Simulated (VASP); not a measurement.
**ZnS: single point with PBE**

The system is ZnS.

```
Zn S
1.0
     0.00000    2.70465    2.70465
     2.50180    0.00000    2.70465
     2.50180    2.70465    0.00000
Zn S
1 1
Direct
  0.00000 0.00000 0.00000
  0.75000 0.75000 0.75000
```

This cell differs from its parent crystal: strain -0.0750 x Voigt [1, 0, 0, 0, 0, 0].

```
Program             : VASP 6.6.1
Task                : single point
Functional          : PBE
Potentials or basis : VASP PAW PBE potentials, release 64 (Zn, S)
Cutoff              : 520 eV
k mesh              : 10 × 10 × 10
Occupations         : gaussian, width 0.05 eV
Spin                : no spin polarisation
```

The pressure is 8.3 GPa and the band gap on the k mesh is 2.28 eV, direct.

Stress tensor (GPa, compression positive):
```
9.88 0.00 0.00
0.00 7.54 0.00
0.00 0.00 7.54
```

Levels at points of the mesh, in eV from the valence-band top:
```tsv
k point	band 6	band 7	band 8	band 9	band 10	band 11	band 12	band 13
(0.00, 0.00, 0.00)	-6.21	-0.24	-0.24	0.00	2.28	6.22	6.22	6.24
(0.50, 0.00, 0.00)	-6.04	-5.88	-1.34	-0.92	3.21	6.38	7.21	9.03
(0.50, 0.50, 0.00)	-6.04	-5.14	-2.58	-2.39	3.24	4.18	11.01	11.87
(0.00, 0.50, 0.50)	-5.89	-4.68	-2.93	-2.93	2.81	3.37	11.97	12.21
```

It took 36 s on 1 thread of Intel(R) Xeon(R) Platinum 8488C (Sapphire Rapids), with other jobs on the host, peak memory 0.19 GiB.

Caveat: the cell differs from its parent crystal (strain -0.0750 x Voigt [1, 0, 0, 0, 0, 0]).
